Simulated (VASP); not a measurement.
# AlCo (P-1) in VASP: single point with LDA+U

Aim: the single point of AlCo with LDA+U.

All numbers are computed with VASP 6.6.1; they aren't measurements. Logs are shortened: lines on timing, memory, paths and dates and some standing lists are left out, and cuts for length are marked.

## Step 1: The cell of the first run

The typed cell holds 2 atoms: a = 2.824 Å, b = 2.814 Å, c = 2.823 Å, α = 87.39°, β = 89.84°, γ = 90.29°.

## Step 2: Single point, LDA+U, collinear spin, ferromagnetic start (the cell strained at random)

File POSCAR:

```
AlCo
1.0
    2.8238960000     -0.0070870000      0.0040590000
   -0.0070870000      2.8131570000      0.0641310000
    0.0040590000      0.0641310000      2.8226540000
Co Al
1 1
Direct
    0.5000000000      0.5000000000      0.5000000000
    0.0000000000      0.0000000000      0.0000000000
```

File INCAR.step1:

```
SYSTEM = AlCo
ALGO = Normal
EDIFF = 1E-7
ENCUT = 520
GGA = CA
ISIF = 2
ISMEAR = 0
ISPIN = 2
LASPH = .TRUE.
LCHARG = .TRUE.
LDAU = .TRUE.
LDAUJ = 0 0
LDAUL = 2 -1
LDAUPRINT = 1
LDAUTYPE = 2
LDAUU = 4.5 0
LMAXMIX = 4
LREAL = .FALSE.
LWAVE = .FALSE.
MAGMOM = 1 0
NBANDS = 17
NELM = 150
NUPDOWN = 1.0
PREC = Accurate
SIGMA = 0.01
```

File KPOINTS.step1:

```
k-points
0
G
  9 9 9
  0 0 0
```

File INCAR.step2:

```
SYSTEM = AlCo
ALGO = Normal
EDIFF = 1E-7
ENCUT = 520
GGA = CA
ICHARG = 11
ISIF = 2
ISMEAR = -5
ISPIN = 2
LASPH = .TRUE.
LCHARG = .FALSE.
LDAU = .TRUE.
LDAUJ = 0 0
LDAUL = 2 -1
LDAUPRINT = 1
LDAUTYPE = 2
LDAUU = 4.5 0
LMAXMIX = 4
LORBIT = 11
LREAL = .FALSE.
LWAVE = .FALSE.
MAGMOM = 1 0
NEDOS = 2001
NELM = 150
NUPDOWN = 1.0
PREC = Accurate
SIGMA = 0.01
```

File KPOINTS.step2:

```
k-points
0
G
  14 14 14
  0 0 0
```

Potentials or basis: VASP PAW LDA potentials, release 64 (Co, Al).

Launch:

```console
$ cat potpaw_LDA.64/Co/POTCAR potpaw_LDA.64/Al/POTCAR > POTCAR
$ cp INCAR.step1 INCAR
$ cp KPOINTS.step1 KPOINTS
$ mpirun -np 1 vasp_std > vasp.out
$ cp INCAR.step2 INCAR
$ cp KPOINTS.step2 KPOINTS
$ mpirun -np 1 vasp_std > vasp.out
```

OUTCAR:

```text
SYSTEM = AlCo
   EDIFF = 1E-7
   ENCUT = 520
   GGA = CA
   ICHARG = 11
   ISIF = 2
   ISMEAR = -5
   ISPIN = 2
   LASPH = .TRUE.
   LORBIT = 11
   LREAL = .FALSE.
   NELM = 150
   NUPDOWN = 1.0
   PREC = Accurate

 ion  position               nearest neighbor table
   1  0.500  0.500  0.500-   2 2.40   2 2.40   2 2.41   2 2.41   2 2.48   2 2.48   2 2.48   2 2.48

   2  0.000  0.000  0.000-   1 2.40   1 2.40   1 2.41   1 2.41   1 2.48   1 2.48   1 2.48   1 2.48

  LATTYP: Found a triclinic cell.
 ALAT       =     2.8138968207
 B/A-ratio  =     1.3840048992
 C/A-ratio  =     1.7633831351
 COS(alpha) =     0.0004483915
 COS(beta)  =     0.5958180416
 COS(gamma) =     0.6895619150

  Lattice vectors:

 A1 = (  -0.0070870000,   2.8131570000,   0.0641310000)
 A2 = (  -0.0111460000,   2.7490260000,  -2.7585230000)
 A3 = (  -2.8269240000,   2.8843750000,   2.8827260000)

Analysis of symmetry for initial positions (statically):
=====================================================================
 Subroutine PRICEL returns:
 Original cell was already a primitive cell.

 Routine SETGRP: Setting up the symmetry group for a
 triclinic supercell.

 Subroutine GETGRP returns: Found  2 space group operations
 (whereof  2 operations were pure point group operations)
 out of a pool of  2 trial point group operations.

The static configuration has the point symmetry S_2 .

Analysis of symmetry for dynamics (positions and initial velocities):
=====================================================================
 Subroutine PRICEL returns:
 Original cell was already a primitive cell.

 Routine SETGRP: Setting up the symmetry group for a
 triclinic supercell.

 Subroutine GETGRP returns: Found  2 space group operations
 (whereof  2 operations were pure point group operations)
 out of a pool of  2 trial point group operations.

The dynamic configuration has the point symmetry S_2 .

Analysis of structural, dynamic, and magnetic symmetry:
=====================================================================
 Subroutine PRICEL returns:
 Original cell was already a primitive cell.

 Routine SETGRP: Setting up the symmetry group for a
 triclinic supercell.

 Subroutine GETGRP returns: Found  2 space group operations
 (whereof  2 operations were pure point group operations)
 out of a pool of  2 trial point group operations.

The overall configuration has the point symmetry S_2 .

 Subroutine INISYM returns: Found  2 space group operations
 (whereof  2 operations are pure point group operations),
 and found     1 'primitive' translations

----------------------------------------------------------------------------------------

                                     Primitive cell

  volume of cell :      22.4115

  direct lattice vectors                    reciprocal lattice vectors
     2.823896000 -0.007087000  0.004059000     0.354123721  0.000904198 -0.000529776
    -0.007087000  2.813157000  0.064131000     0.000904198  0.355659037 -0.008081912
     0.004059000  0.064131000  2.822654000    -0.000529776 -0.008081912  0.354460891

  length of vectors
     2.823907810  2.813896821  2.823385355     0.354125271  0.355752000  0.354553411

  position of ions in fractional coordinates (direct lattice)
     0.500000000  0.500000000  0.500000000
     0.000000000  0.000000000  0.000000000

  ion indices of the primitive-cell ions
   primitive index   ion index
                 1           1
                 2           2

----------------------------------------------------------------------------------------

 KPOINTS: k-points

[... 81 lines left out ...]
   NUPDOWN=       1.0000    fix difference up-down
   EMIN   =  10.00;   EMAX   =-10.00  energy-range for DOS
   EFERMI =   0.00;   METHOD = LEGACY
   ISMEAR =    -5;   SIGMA  =   0.01  broadening in eV -4-tet -1-fermi 0-gaus
   EFERMI_NEDOS =   21; number of points for ismear=-14 and -15
   IALGO  =     38    algorithm
   IMIX   =      4    mixing-type and parameters
     AMIX     =   0.40;   BMIX     =  1.00
     AMIX_MAG =   1.60;   BMIX_MAG =  1.00
  volume/ion in A,a.u.               =      11.21        75.62
  Fermi-wavevector in a.u.,A,eV,Ry     =   1.329366  2.512138 24.044422  1.767215
  Thomas-Fermi vector in A             =   2.458534
   LORBIT       =     11    0 simple, 1 ext, 2 COOP (PROOUT), +10 PAW based schemes
 LDA+U is selected, type is set to LDAUTYPE =  2
   angular momentum for each species LDAUL =     2   -1
   U (eV)           for each species LDAUU =   4.5  0.0
   J (eV)           for each species LDAUJ =   0.0  0.0
   GGA     = CA    functional components
   LHFCALC =     F    Hartree Fock is set to
   AEXX    =    0.0000 exact exchange contribution
   IVDW    =     0    specifies the selected vdW correction
   LEPSILON=     F    determine dielectric tensor
   LRPA    =     F    only Hartree local field effects (RPA)
 spin polarized calculation
 Fermi weights with tetrahedron method with Bloechl corrections
  energy-cutoff  :      520.00
  volume of cell :       22.41
 maximum number of plane-waves:       619
 NGX is ok and might be reduce to    24

atom =   1  type =  1  l = 2

 onsite density matrix

spin component  1

  0.8774  0.0000 -0.0003  0.0025 -0.0000
  0.0000  0.8779 -0.0007 -0.0000  0.0020
 -0.0003 -0.0007  0.8861 -0.0001 -0.0014
  0.0025 -0.0000 -0.0001  0.8766 -0.0001
 -0.0000  0.0020 -0.0014 -0.0001  0.8866

spin component  2

  0.8408 -0.0003 -0.0015  0.0013 -0.0001
 -0.0003  0.8403 -0.0070  0.0002  0.0117
 -0.0015 -0.0070  0.3999 -0.0005  0.0020
  0.0013  0.0002 -0.0005  0.8406 -0.0010
 -0.0001  0.0117  0.0020 -0.0010  0.4013

 occupancies and eigenvectors

  o =  0.3981  v =  0.0000  0.0000  0.0000  0.0000  0.0000  0.0025  0.0288  0.7912 -0.0004 -0.6109      0.0000  0.0000  0.0000  0.0000  0.0000  0.0000  0.0000  0.0000  0.0000  0.0000
  o =  0.4027  v =  0.0000  0.0000  0.0000  0.0000  0.0000 -0.0021  0.0114 -0.6114 -0.0025 -0.7913      0.0000  0.0000  0.0000  0.0000  0.0000  0.0000  0.0000  0.0000  0.0000  0.0000
  o =  0.8393  v =  0.0000  0.0000  0.0000  0.0000  0.0000 -0.6685 -0.2249  0.0049  0.7088 -0.0075      0.0000  0.0000  0.0000  0.0000  0.0000  0.0000  0.0000  0.0000  0.0000  0.0000
  o =  0.8408  v =  0.0000  0.0000  0.0000  0.0000  0.0000  0.1259 -0.9732  0.0152 -0.1903 -0.0255      0.0000  0.0000  0.0000  0.0000  0.0000  0.0000  0.0000  0.0000  0.0000  0.0000
  o =  0.8420  v =  0.0000  0.0000  0.0000  0.0000  0.0000 -0.7330  0.0380  0.0026 -0.6792  0.0027      0.0000  0.0000  0.0000  0.0000  0.0000  0.0000  0.0000  0.0000  0.0000  0.0000
  o =  0.8745  v =  0.6507 -0.0066  0.0086 -0.7593 -0.0036  0.0000  0.0000  0.0000  0.0000  0.0000      0.0000  0.0000  0.0000  0.0000  0.0000  0.0000  0.0000  0.0000  0.0000  0.0000
  o =  0.8774  v =  0.0049  0.9776  0.0440 -0.0028 -0.2060  0.0000  0.0000  0.0000  0.0000  0.0000      0.0000  0.0000  0.0000  0.0000  0.0000  0.0000  0.0000  0.0000  0.0000  0.0000
  o =  0.8795  v =  0.7582  0.0002  0.0446  0.6502  0.0200  0.0000  0.0000  0.0000  0.0000  0.0000      0.0000  0.0000  0.0000  0.0000  0.0000  0.0000  0.0000  0.0000  0.0000  0.0000
  o =  0.8851  v = -0.0388  0.0894  0.7978 -0.0278  0.5944  0.0000  0.0000  0.0000  0.0000  0.0000      0.0000  0.0000  0.0000  0.0000  0.0000  0.0000  0.0000  0.0000  0.0000  0.0000
  o =  0.8882  v = -0.0145 -0.1906  0.5996 -0.0003 -0.7771  0.0000  0.0000  0.0000  0.0000  0.0000      0.0000  0.0000  0.0000  0.0000  0.0000  0.0000  0.0000  0.0000  0.0000  0.0000

 number of electron      11.9999997 magnetization       0.9999997

 Free energy of the ion-electron system (eV)
  ---------------------------------------------------
  ext. energy  EPLUGINS =         0.00000000
  ---------------------------------------------------
  free energy    TOTEN  =        -9.79923266 eV

  energy without entropy =       -9.79923266  energy(sigma->0) =       -9.79923266

 E-fermi :   9.8994     XC(G=0): -12.6411

 val. band max:       10.7031679165   @ k =   0.3571   0.1429   0.3571
 cond. band min:       9.8906308949   @ k =   0.4286   0.1429   0.4286
 fundamental gap:     -0.8125370216
 Fermi energy:        10.5767684476

 spin component 1

 k-point     1 :       0.0000    0.0000    0.0000
  band No.  band energies     occupation
      1      -0.5068      1.00000
      2       5.9859      1.00000
      3       6.0164      1.00000
      4       8.3103      1.00000
      5       8.3642      1.00000
      6       8.4220      1.00000
      7      16.7289      0.00000
      8      16.7772      0.00000
      9      17.0244      0.00000
     10      19.0243      0.00000
     11      19.0708      0.00000
[... 650 lines left out ...]
  band No.  band energies     occupation
      1       0.0055      1.00000
      2       8.6185      1.00000
      3       8.8265      1.00000
      4       9.0864      1.00000
      5       9.1051      1.00000
      6       9.2639      1.00000
      7      14.8722      0.00000
      8      16.4857      0.00000
      9      17.4752      0.00000
     10      20.5086      0.00000
     11      22.4775      0.00000

 [... further k-points ...]

------------------------ aborting loop because EDIFF is reached ----------------------------------------

  FORCE on cell =-STRESS in cart. coord.  units (eV):
  Direction    XX          YY          ZZ          XY          YZ          ZX
  --------------------------------------------------------------------------------------
  -------------------------------------------------------------------------------------
  Total       -0.2024375     -0.1744406     -0.2278489      0.1054896     -0.8563099     -0.0816366
  in kB      -14.4720485    -12.4705774    -16.2886798      7.5413454    -61.2167014     -5.8361156
  external PRESSURE =     -14.4104353 kB  Pullay stress =       0.0000000 kB

 VOLUME and BASIS-vectors are now :
 -----------------------------------------------------------------------------
  energy-cutoff  :      520.00
  volume of cell :       22.41
      direct lattice vectors                 reciprocal lattice vectors
     2.823896000 -0.007087000  0.004059000     0.354123721  0.000904198 -0.000529776
    -0.007087000  2.813157000  0.064131000     0.000904198  0.355659037 -0.008081912
     0.004059000  0.064131000  2.822654000    -0.000529776 -0.008081912  0.354460891

 POSITION                                       TOTAL-FORCE (eV/Angst)
 -----------------------------------------------------------------------------------
      1.41043      1.43510      1.44542         0.000000      0.000000      0.000000
      0.00000      0.00000      0.00000        -0.000000     -0.000000      0.000000
 -----------------------------------------------------------------------------------
    total drift:                                0.000000      0.000000     -0.000000

  FREE ENERGIE OF THE ION-ELECTRON SYSTEM (eV)
  ---------------------------------------------------
  free  energy   TOTEN  =        -9.7992326566 eV

  energy  without entropy=       -9.7992326566  energy(sigma->0) =       -9.79923266

 total charge

# of ion       s       p       d       tot
------------------------------------------
    1        0.463   0.515   7.686   8.664
    2        0.401   0.450   0.000   0.851
--------------------------------------------------
tot          0.864   0.965   7.686   9.515

 magnetization (x)

# of ion       s       p       d       tot
------------------------------------------
    1        0.003   0.003   1.088   1.094
    2       -0.006  -0.013   0.000  -0.019
--------------------------------------------------
tot         -0.004  -0.010   1.088   1.075
```

Wall time 13 min (1 thread of Intel Xeon 8259CL, shared host); peak memory 0.64 GiB.

What came out:

* Net moment: 1.00 μB per cell
* Site moments: Co +1.09; Al -0.02 μB
* Valence electrons inside the program's atomic spheres: Co 8.66; Al 0.85

Eigenvalues of the final occupation matrices:
| site | spin | trace | eigenvalues |
| --- | --- | --- | --- |
| site 1 d | 1 | 4.40 | 0.87 0.88 0.88 0.89 0.89 |
| site 1 d | 2 | 3.32 | 0.40 0.40 0.84 0.84 0.84 |

Caveat: the cell differs from its parent crystal (the cell strained at random); the total moment is fixed, so each spin has its own Fermi level and the state may be an excited one; the U is typed as a test and isn't derived for this compound. The state reached can hang on the start; a lower one may exist.
